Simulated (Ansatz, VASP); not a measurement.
Ti in VASP and in Ansatz

POSCAR

```
Ti
1.0
    0.0000000000      2.0872129571      1.9202359205
    2.0872129571      0.0000000000      1.9202359205
    2.0872129571      2.0872129571      0.0000000000
Ti
1
Direct
    0.0000000000      0.0000000000      0.0000000000
```

Contents of INCAR.step1:

```
PREC     = Accurate       # precision mode
ENCUT    = 520            # plane-wave cutoff, eV
ISMEAR   = 0              # smearing method
SIGMA    = 0.15           # smearing width, eV
LREAL    = False          # projectors in reciprocal space
LASPH    = True           # aspherical terms in the spheres
NELM     = 60             # most SCF steps
NBANDS   = 12             # bands
GGA      = PE             # functional
ALGO     = Normal         # electronic algorithm
EDIFF    = 1E-4           # SCF threshold, eV
LWAVE    = True           # write WAVECAR
LCHARG   = False          # write CHGCAR
```

INCAR.step2

```
PREC     = Accurate       # precision mode
ENCUT    = 520            # plane-wave cutoff, eV
EDIFF    = 1E-6           # SCF threshold, eV
ISMEAR   = 0              # smearing method
SIGMA    = 0.15           # smearing width, eV
LREAL    = False          # projectors in reciprocal space
LASPH    = True           # aspherical terms in the spheres
NELM     = 60             # most SCF steps
ALGO     = Normal         # electronic algorithm
ISIF     = 2              # what is computed and relaxed
LWAVE    = False          # write WAVECAR
LCHARG   = False          # write CHGCAR
METAGGA  = R2SCAN         # meta-GGA
LMIXTAU  = True         
NBANDS   = 12             # bands
ISTART   = 1
```

The input KPOINTS:

```
regular mesh
0
Gamma
  22 22 22
```

Input for Ansatz:

```yaml
crystal:
  lattice:
    - [0.0, 2.0872129571, 1.9202359205]
    - [2.0872129571, 0.0, 1.9202359205]
    - [2.0872129571, 2.0872129571, 0.0]
  atoms:
    - { symbol: Ti, position: [0.0, 0.0, 0.0] }
basis:
  ecutwfc: 500
kpoints:
  mp_grid: { grid: [22, 22, 22] }
hamiltonian:
  xc: r2scan
scf:
  occupations: { method: gaussian, width: 0.15 }
output:
  forces: true
  stress: true
  eigenvalues: true
```

Alike in both runs: task single point; functional r2SCAN; k mesh 22 × 22 × 22; occupations gaussian, width 0.15 eV; no spin polarisation.

|  | VASP | Ansatz |
| --- | --- | --- |
| version | VASP 6.6.1 | Ansatz 0.2.0 |
| potentials or method | VASP PAW PBE potentials, release 64 (Ti_sv), cutoff 520 eV | scalar-relativistic, plane waves, PAW |
| valence electrons in the cell | 12 | 12 |

Ansatz gave:

| Quantity | Value |
| --- | --- |
| gap on the k mesh at the Fermi level (eV) | none |
| pressure (GPa) | 4.3 |
| traceless stress, the component that is largest in VASP (GPa) | 1.72 |

Task: Which values does VASP return?

Result: gap on the k mesh at the Fermi level (eV): none; pressure (GPa): 4.7; traceless stress, the component that is largest in VASP (GPa): 1.73.

VASP's potentials were made for PBE, not for r2SCAN. A gap of «none» marks a metal or a gap that the smearing closes. With one functional, cell and mesh, what is left measures potentials, basis and numerics.
